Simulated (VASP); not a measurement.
Here is a VASP 6.6.1 calculation.

INCAR

```
SYSTEM = Si
ALGO     = Normal         ! electronic algorithm
EDIFF    = 1E-6           ! SCF threshold, eV
ENCUT    = 500            ! plane-wave cutoff, eV
GGA      = CA             ! functional
GGA_COMPAT= .False.      
ISIF     = 2              ! what is computed and relaxed
ISMEAR   = -1             ! smearing method
LASPH    = .True.         ! aspherical terms in the spheres
LCHARG   = .False.        ! write CHGCAR
LREAL    = .False.        ! projectors in reciprocal space
LWAVE    = .False.        ! write WAVECAR
NBANDS   = 11             ! bands
NELM     = 120            ! most SCF steps
PREC     = Accurate       ! precision mode
SIGMA    = 0.08           ! smearing width, eV
```

File KPOINTS:

```
k-points
0
Gamma
  12 12 12
  0 0 0
```

File POSCAR:

```
Si
1.0
    0.0000000000      2.1437337924      2.1437337924
    2.1437337924      0.0000000000      2.1437337924
    2.1437337924      2.1437337924      0.0000000000
Si
2
Direct
   -0.1250000000     -0.1250000000     -0.1250000000
    0.1250000000      0.1250000000      0.1250000000
```

Potentials or basis: VASP PAW LDA potentials, release 64 (Si).

Command:

```console
$ cat potpaw_LDA.64/Si/POTCAR > POTCAR
$ mpirun -np 1 vasp_std > vasp.out
```

(1) Predict the pressure.

(2) What does it give for the band gap on the k mesh?

Results:

(1) 251.9 GPa.

(2) zero (bands 4 and 5 overlap by 1.62 eV).

Caveat: the cell stands under pressure.
